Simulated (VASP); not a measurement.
# Cu in VASP: further runs

Cu is run at these levels: PBE; tasks: single point.

Everything below comes from runs of VASP 6.6.1. Logs are shortened: lines on timing, memory, paths and dates and some standing lists are left out, and cuts for length are marked.

**1. The cell of the first run**

The typed cell holds 1 atom: a = 2.449 Å, b = 2.457 Å, c = 2.476 Å, α = 107.67°, β = 108.14°, γ = 112.47°.

**2. Single point, PBE**

INCAR reads:

```
ALGO = Normal ; EDIFF = 1E-7
ENCUT = 520 ; GGA = PE
ISIF = 2 ; ISMEAR = 0
LASPH = T ; LCHARG = T
LELF = T ; LREAL = F
LVHAR = T ; LWAVE = F
NBANDS = 12 ; NELM = 60
PREC = Accurate ; SIGMA = 0.1
```

KPOINTS reads:

```
k-points
0
Gamma
  4 4 4
```

POSCAR reads:

```
Cu
1.0
   -1.4471553690      1.4337440392      1.3601266570
    1.4472463215     -1.4399025159      1.3666790560
    1.4638359032      1.4565830501     -1.3665836942
Cu
1
Direct
   -0.0017728543     -0.0219278576      0.0249258529
```

Potentials or basis: VASP PAW PBE potentials, release 64 (Cu).

Started as:

```console
> cat potpaw_PBE.64/Cu/POTCAR > POTCAR
> mpirun -np 1 vasp_std > vasp.out
```

OUTCAR:

```text
EDIFF = 1E-7
   ENCUT = 520
   GGA = PE
   ISIF = 2
   ISMEAR = 0
   LASPH = T
   LREAL = F
   NELM = 60
   PREC = Accurate

 ion  position               nearest neighbor table
   1  0.998  0.978  0.025-

  LATTYP: Found a triclinic cell.
 ALAT       =     6.4703896735
 B/A-ratio  =     0.6303573513
 C/A-ratio  =     0.3827107509
 COS(alpha) =     0.0041851624
 COS(beta)  =     0.2701058063
 COS(gamma) =     0.9478165318

  Lattice vectors:

 A1 = (   5.8054839152,  -2.8569660209,   0.0066477608)
 A2 = (   2.8944016905,  -2.8736465551,   0.0065523990)
 A3 = (   1.4638359032,   1.4565830501,  -1.3665836942)

Analysis of symmetry for initial positions (statically):
=====================================================================
 Subroutine PRICEL returns:
 Original cell was already a primitive cell.

 Routine SETGRP: Setting up the symmetry group for a
 triclinic supercell.

 Subroutine GETGRP returns: Found  2 space group operations
 (whereof  1 operations were pure point group operations)
 out of a pool of  2 trial point group operations.

The static configuration has the point symmetry C_1 .
 The point group associated with its full space group is S_2 .

Analysis of symmetry for dynamics (positions and initial velocities):
=====================================================================
 Subroutine PRICEL returns:
 Original cell was already a primitive cell.

 Routine SETGRP: Setting up the symmetry group for a
 triclinic supercell.

 Subroutine GETGRP returns: Found  2 space group operations
 (whereof  1 operations were pure point group operations)
 out of a pool of  2 trial point group operations.

The dynamic configuration has the point symmetry C_1 .
 The point group associated with its full space group is S_2 .

 Subroutine INISYM returns: Found  2 space group operations
 (whereof  1 operations are pure point group operations),
 and found     1 'primitive' translations

----------------------------------------------------------------------------------------

                                     Primitive cell

  volume of cell :      11.4712

  direct lattice vectors                    reciprocal lattice vectors
    -1.447155369  1.433744039  1.360126657    -0.001999288  0.346814171  0.367512810
     1.447246321 -1.439902516  1.366679056     0.343509511 -0.001163200  0.366715380
     1.463835903  1.456583050 -1.366583694     0.341543640  0.344012211  0.000765558

  length of vectors
     2.449454052  2.456756564  2.476287691     0.505321414  0.502474186  0.484764938

  position of ions in fractional coordinates (direct lattice)
     0.998227146  0.978072142  0.024925853

  ion indices of the primitive-cell ions
   primitive index   ion index
                 1           1

----------------------------------------------------------------------------------------

 KPOINTS: k-points

Automatic generation of k-mesh.
 Grid dimensions read from file:
 generate k-points for:    4    4    4

 Generating k-lattice:

  Cartesian coordinates                     Fractional coordinates (reciprocal lattice)
    -0.000499822  0.086703543  0.091878202     0.250000000  0.000000000  0.000000000
     0.085877378 -0.000290800  0.091678845    -0.000000000  0.250000000  0.000000000
     0.085385910  0.086003053  0.000191389    -0.000000000  0.000000000  0.250000000

  Length of vectors
     0.126330354  0.125618546  0.121191235

  Shift w.r.t. Gamma in fractional coordinates (k-lattice)
     0.000000000  0.000000000  0.000000000

 Subroutine IBZKPT returns following result:
 ===========================================

 Found     36 irreducible k-points:

 Following reciprocal coordinates:
            Coordinates               Weight
  0.000000  0.000000  0.000000      1.000000
  0.250000  0.000000  0.000000      2.000000
  0.500000  0.000000  0.000000      1.000000
 -0.000000  0.250000  0.000000      2.000000
  0.250000  0.250000  0.000000      2.000000
  0.500000  0.250000  0.000000      2.000000
[... 16 lines left out ...]
 -0.000000 -0.250000  0.250000      2.000000
  0.250000 -0.250000  0.250000      2.000000
 [... further k-points ...]
   k-points           NKPTS =     36   k-points in BZ     NKDIM =     36   number of bands    NBANDS=     12
   number of dos      NEDOS =    301   number of ions     NIONS =      1
   total plane-waves  NPLWV =   5832
   dimension x,y,z NGX =    18 NGY =   18 NGZ =   18
   dimension x,y,z NGXF=    36 NGYF=   36 NGZF=   36
   ions per type =               1
   NGX,Y,Z   is equivalent  to a cutoff of  12.22, 12.18, 12.08 a.u.
   NGXF,Y,Z  is equivalent  to a cutoff of  24.43, 24.36, 24.17 a.u.
 SYSTEM =  unknown system
   PREC   = accura    normal or accurate (medium, high low for compatibility)
   ISTART =      0    job   : 0-new  1-cont  2-samecut
   ICHARG =      2    charge: 1-file 2-atom 10-const
   ISPIN  =      1    spin polarized calculation?
   LNONCOLLINEAR =      F non collinear calculations
   LSORBIT =      F    spin-orbit coupling
   LASPH  =      T    aspherical Exc in radial PAW
   ENCUT  =  520.0 eV  38.22 Ry    6.18 a.u.   4.55  4.57  4.60*2*pi/ulx,y,z
   NELM   =     60;   NELMIN=  2; NELMDL= -5     # of ELM steps
   EDIFF  = 0.1E-06   stopping-criterion for ELM
   LREAL  =      F    real-space projection
   EDIFFG = 0.1E-05   stopping-criterion for IOM
   NSW    =      0    number of steps for IOM
   IBRION =     -1    ionic relax: 0-MD 1-quasi-New 2-CG
   NFREE  =      0    steps in history (QN), initial steepest desc. (CG)
   ISIF   =      2    stress and relaxation
   ISYM   =      2    0-nonsym 1-usesym 2-fastsym
   POTIM  = 0.5000    time-step for ionic-motion
   TEBEG  =    0.0;   TEEND  =   0.0 temperature during run
   PSTRESS=    0.0 pullay stress
   NELECT =      11.0000    total number of electrons
   NUPDOWN=      -1.0000    fix difference up-down
   EMIN   =  10.00;   EMAX   =-10.00  energy-range for DOS
   EFERMI =   0.00;   METHOD = LEGACY
   ISMEAR =     0;   SIGMA  =   0.10  broadening in eV -4-tet -1-fermi 0-gaus
   EFERMI_NEDOS =   21; number of points for ismear=-14 and -15
   IALGO  =     38    algorithm
   IMIX   =      4    mixing-type and parameters
     AMIX     =   0.40;   BMIX     =  1.00
     AMIX_MAG =   1.60;   BMIX_MAG =  1.00
  volume/ion in A,a.u.               =      11.47        77.41
  Fermi-wavevector in a.u.,A,eV,Ry     =   1.614369  3.050714 35.459311  2.606186
  Thomas-Fermi vector in A             =   2.709288
   LORBIT       =      0    0 simple, 1 ext, 2 COOP (PROOUT), +10 PAW based schemes
   GGA     = PE    functional components
   LHFCALC =     F    Hartree Fock is set to
   AEXX    =    0.0000 exact exchange contribution
   IVDW    =     0    specifies the selected vdW correction
   LEPSILON=     F    determine dielectric tensor
   LRPA    =     F    only Hartree local field effects (RPA)
 non-spin polarized calculation
 Gauss-broadening in eV      SIGMA  =   0.10
  energy-cutoff  :      520.00
  volume of cell :       11.47
 maximum number of plane-waves:       317
   NGX =  9   NGY =  9   NGZ =  9

 number of electron      11.0000005 magnetization

 Free energy of the ion-electron system (eV)
  ---------------------------------------------------
  ext. energy  EPLUGINS =         0.00000000
  ---------------------------------------------------
  free energy    TOTEN  =        -3.48354376 eV

  energy without entropy =       -3.47095270  energy(sigma->0) =       -3.47724823

 E-fermi :   8.0778     XC(G=0): -12.9189

 val. band max:        8.0605302962   @ k =   0.0000   0.2500   0.5000
 cond. band min:       8.0871435982   @ k =   0.2500  -0.0000   0.2500
 fundamental gap:      0.0266133020
 Fermi energy:         8.0777652222

 k-point     1 :       0.0000    0.0000    0.0000
  band No.  band energies     occupation
      1      -1.6273      2.00000
      2       4.4230      2.00000
      3       4.6173      2.00000
      4       4.7352      2.00000
      5       5.4732      2.00000
      6       5.7489      2.00000
      7      32.3452      0.00000
      8      32.8696      0.00000
      9      34.3186      0.00000
     10      36.4752      0.00000
     11      36.6981      0.00000
     12      36.9947      0.00000

 k-point     2 :       0.2500    0.0000    0.0000
  band No.  band energies     occupation
      1       0.7153      2.00000
      2       4.1446      2.00000
      3       4.5849      2.00000
      4       5.3805      2.00000
      5       5.5490      2.00000
      6       5.6409      2.00000
      7      22.3450      0.00000
      8      27.8596      0.00000
      9      28.6342      0.00000
     10      30.3403      0.00000
     11      32.8595      0.00000
     12      38.2095      0.00000

 k-point     3 :       0.5000    0.0000    0.0000
  band No.  band energies     occupation
      1       2.6639      2.00000
      2       3.7509      2.00000
      3       5.6105      2.00000
      4       5.8488      2.00000
      5       6.3860      2.00000
      6       7.5173      2.00000
      7      12.7094      0.00000
      8      24.8800      0.00000
      9      25.2983      0.00000
     10      29.0198      0.00000
     11      32.1234      0.00000
     12      42.1730      0.00000

 k-point     4 :      -0.0000    0.2500    0.0000
  band No.  band energies     occupation
      1       0.6895      2.00000
      2       4.1502      2.00000
      3       4.5681      2.00000
      4       5.3961      2.00000
      5       5.5277      2.00000
      6       5.6535      2.00000
      7      22.1116      0.00000
      8      27.9754      0.00000
      9      28.8534      0.00000
     10      30.5584      0.00000
     11      33.0369      0.00000
     12      38.0551      0.00000

 k-point     5 :       0.2500    0.2500    0.0000
  band No.  band energies     occupation
      1       3.2321      2.00000
      2       3.9253      2.00000
      3       4.3489      2.00000
      4       5.4670      2.00000
      5       5.9792      2.00000
      6       8.3197      0.00062
      7      16.9619      0.00000
      8      17.4371      0.00000
      9      24.8821      0.00000
     10      32.8274      0.00000
     11      35.5263      0.00000
     12      42.6220      0.00000
[... 228 lines left out ...]
      1       3.3240      2.00000
      2       3.7504      2.00000
      3       5.0211      2.00000
      4       5.2836      2.00000
      5       6.2644      2.00000
      6      10.8606      0.00000
      7      12.8574      0.00000
      8      21.1110      0.00000
      9      24.7057      0.00000
     10      28.5955      0.00000
     11      31.0824      0.00000
     12      39.1686      0.00000

 k-point    22 :      -0.2500    0.5000    0.2500
  band No.  band energies     occupation
      1       3.4042      2.00000
      2       3.8167      2.00000
      3       4.8039      2.00000
      4       5.3090      2.00000
      5       6.2953      2.00000
      6      11.3286      0.00000
      7      13.7052      0.00000
      8      19.1654      0.00000
      9      22.8349      0.00000
     10      29.3840      0.00000
     11      33.6055      0.00000
     12      38.2587      0.00000

 k-point    23 :      -0.0000   -0.2500    0.2500
  band No.  band energies     occupation
      1       0.6937      2.00000
      2       4.1145      2.00000
      3       4.5760      2.00000
      4       5.4013      2.00000
      5       5.5600      2.00000
      6       5.6494      2.00000
      7      22.1585      0.00000
      8      27.9044      0.00000
      9      28.7001      0.00000
     10      30.3943      0.00000
     11      32.9406      0.00000
     12      38.4745      0.00000

 k-point    24 :       0.2500   -0.2500    0.2500
  band No.  band energies     occupation
      1       2.3057      2.00000
      2       4.3196      2.00000
      3       4.8305      2.00000
      4       5.0342      2.00000
      5       5.4226      2.00000
      6       6.3478      2.00000
      7      21.7360      0.00000
      8      23.8963      0.00000
      9      24.1278      0.00000
     10      26.6206      0.00000
     11      40.5935      0.00000
     12      40.7310      0.00000

 [... further k-points ...]

------------------------ aborting loop because EDIFF is reached ----------------------------------------

  FORCE on cell =-STRESS in cart. coord.  units (eV):
  Direction    XX          YY          ZZ          XY          YZ          ZX
  --------------------------------------------------------------------------------------
  -------------------------------------------------------------------------------------
  Total        0.5611163      0.4838354      0.4812536      0.1343290     -0.0342211     -0.0034691
  in kB       78.3708099     67.5770329     67.2164321     18.7616545     -4.7796479     -0.4845232
  external PRESSURE =      71.0547583 kB  Pullay stress =       0.0000000 kB

 VOLUME and BASIS-vectors are now :
 -----------------------------------------------------------------------------
  energy-cutoff  :      520.00
  volume of cell :       11.47
      direct lattice vectors                 reciprocal lattice vectors
    -1.447155369  1.433744039  1.360126657    -0.001999288  0.346814171  0.367512810
     1.447246321 -1.439902516  1.366679056     0.343509511 -0.001163200  0.366715380
     1.463835903  1.456583050 -1.366583694     0.341543640  0.344012211  0.000765558

 POSITION                                       TOTAL-FORCE (eV/Angst)
 -----------------------------------------------------------------------------------
      0.00741      0.05918      2.66036         0.000000      0.000000      0.000000
 -----------------------------------------------------------------------------------
    total drift:                                0.000028      0.000025      0.000117

  FREE ENERGIE OF THE ION-ELECTRON SYSTEM (eV)
  ---------------------------------------------------
  free  energy   TOTEN  =        -3.4835437568 eV

  energy  without entropy=       -3.4709526991  energy(sigma->0) =       -3.47724823
```

It took 3.9 s on 1 thread of AMD EPYC 7R13 (Zen 3), shared host; peak memory 0.08 GiB.

Results:

* Free energy: -3.4835 eV
* Pressure: 7.1 GPa

Caveat: the k points lie up to 0.79 Å⁻¹ apart.

**3. Single point, PBE**

INCAR reads:

```
ALGO = Normal ; EDIFF = 1E-6
ENCUT = 520 ; GGA = PE
ISIF = 2 ; ISMEAR = 0
LASPH = True ; LCHARG = False
LREAL = False ; LWAVE = False
NBANDS = 12 ; NELM = 80
PREC = Accurate ; SIGMA = 0.1
```

KPOINTS reads:

```
k-points
0
Gamma
  10 10 10
```

POSCAR reads:

```
Cu
1.0
   -1.4427933200      1.4427933200      1.3760814500
    1.4427933200     -1.4427933200      1.3760814500
    1.4427933200      1.4427933200     -1.3760814500
Cu
1
Direct
    0.0000000000      0.0000000000      0.0000000000
```

Potentials or basis: VASP PAW PBE potentials, release 64 (Cu).

Started as:

```console
> cat potpaw_PBE.64/Cu/POTCAR > POTCAR
> mpirun -np 1 vasp_std > vasp.out
```

It took 7.8 s on 1 thread of AMD EPYC 7R13 (Zen 3), shared host; peak memory 0.09 GiB.

The run converged. Its results:

```
Free energy : -3.6582 eV
Pressure    : 7.8 GPa
```

Stress tensor (GPa, compression positive):
```
8.31 0.00 0.00
0.00 8.31 0.00
0.00 0.00 6.93
```

Levels at points of the mesh, in eV from the Fermi level:
```csv
k point,band 3,band 4,band 5,band 6,band 7,band 8,band 9,band 10
"(0.00, 0.00, 0.00)",-3.17,-3.17,-2.30,-2.10,24.84,24.84,26.09,28.91
"(0.50, 0.00, 0.00)",-2.22,-2.00,-1.42,-0.56,4.66,17.33,17.46,21.34
"(0.50, 0.50, 0.00)",-2.37,-2.13,-1.45,-0.93,4.14,18.57,18.88,22.50
"(0.50, 0.50, 0.50)",-1.62,-1.62,-1.57,7.71,7.71,9.56,13.32,13.96
```

**4. Single point, PBE**

INCAR reads:

```
PREC = Accurate
ENCUT = 520
EDIFF = 1E-7
ISMEAR = 0
SIGMA = 0.01
LREAL = False
LASPH = True
NELM = 80
ALGO = Normal
ISIF = 2
LWAVE = False
LCHARG = False
GGA = PE
NBANDS = 12
```

KPOINTS reads:

```
Automatic mesh
0
Gamma
  10 10 10
```

POSCAR is that of step 3.

Started as:

```console
> cat potpaw_PBE.64/Cu/POTCAR > POTCAR
> mpirun -np 1 vasp_std > vasp.out
```

Wall time 8.6 s (1 thread of AMD EPYC 7R13 (Zen 3), shared host); peak memory 0.09 GiB.

The run converged. Its results:

```yaml
Free_energy: -3.6553 eV
Pressure: 7.9 GPa
```

Stress tensor (GPa, compression positive):
```
8.40 0.00 0.00
0.00 8.40 0.00
0.00 0.00 6.96
```

Levels at points of the mesh, in eV from the Fermi level:
| k point | band 3 | band 4 | band 5 | band 6 | band 7 | band 8 |
| --- | --- | --- | --- | --- | --- | --- |
| (0.00, 0.00, 0.00) | -3.16 | -3.16 | -2.29 | -2.08 | 24.85 | 24.85 |
| (0.50, 0.00, 0.00) | -2.20 | -1.98 | -1.41 | -0.55 | 4.68 | 17.34 |
| (0.50, 0.50, 0.00) | -2.36 | -2.12 | -1.43 | -0.92 | 4.15 | 18.59 |
| (0.50, 0.50, 0.50) | -1.61 | -1.61 | -1.55 | 7.72 | 7.72 | 9.57 |

**5. Single point, PBE**

INCAR reads:

```
PREC = Accurate
ENCUT = 520
EDIFF = 1E-6
ISMEAR = 0
SIGMA = 0.05
LREAL = F
LASPH = T
NELM = 80
ALGO = Fast
ISIF = 2
LWAVE = F
LCHARG = F
GGA = PE
NBANDS = 12
```

KPOINTS is that of step 4.

POSCAR is that of step 4.

Started as:

```console
> cat potpaw_PBE.64/Cu/POTCAR > POTCAR
> mpirun -np 1 vasp_std > vasp.out
```

Run time: 10 s. Hardware: 1 thread of AMD EPYC 7R13 (Zen 3), shared host; peak memory 0.09 GiB.

The run converged. Its results:

```yaml
Free_energy: -3.6563 eV
Pressure: 8.4 GPa
```

Stress tensor (GPa, compression positive):
```
8.88 0.00 0.00
0.00 8.88 0.00
0.00 0.00 7.55
```

Levels at points of the mesh, in eV from the Fermi level:
| k point | band 2 | band 3 | band 4 | band 5 | band 6 | band 7 | band 8 | band 9 | band 10 | band 11 |
| --- | --- | --- | --- | --- | --- | --- | --- | --- | --- | --- |
| (0.00, 0.00, 0.00) | -3.36 | -3.16 | -3.16 | -2.30 | -2.09 | 24.85 | 24.85 | 26.10 | 28.92 | 28.92 |
| (0.50, 0.00, 0.00) | -4.05 | -2.21 | -1.99 | -1.41 | -0.55 | 4.67 | 17.34 | 17.47 | 21.35 | 24.42 |
| (0.50, 0.50, 0.00) | -3.81 | -2.37 | -2.12 | -1.44 | -0.92 | 4.15 | 18.59 | 18.89 | 22.51 | 25.52 |
| (0.50, 0.50, 0.50) | -4.81 | -1.61 | -1.61 | -1.56 | 7.72 | 7.72 | 9.57 | 13.33 | 13.97 | 16.77 |

**6. The runs side by side**

```tsv
cell	k mesh	smearing	gap on the mesh (eV)	pressure (GPa)
a = 2.449, b = 2.457, c = 2.476 Å, angles 107.7, 108.1, 112.5°, 1 atom	4 × 4 × 4	gaussian 0.1 eV	none	7.1
a = 2.461 Å, angles 108.2, 108.2, 112.0°, 1 atom	10 × 10 × 10	gaussian 0.1 eV	none	7.8
a = 2.461 Å, angles 108.2, 108.2, 112.0°, 1 atom	10 × 10 × 10	gaussian 0.01 eV	none	7.9
a = 2.461 Å, angles 108.2, 108.2, 112.0°, 1 atom	10 × 10 × 10	gaussian 0.05 eV	none	8.4
```

Alike in all rows: task single point; level PBE; potentials or basis VASP PAW PBE potentials, release 64 (Cu); no spin polarisation; cutoff (eV) 520.

Caveats: some runs use coarse meshes.

Total energies depend on the potentials used, so only differences within one code and one set of settings carry meaning.
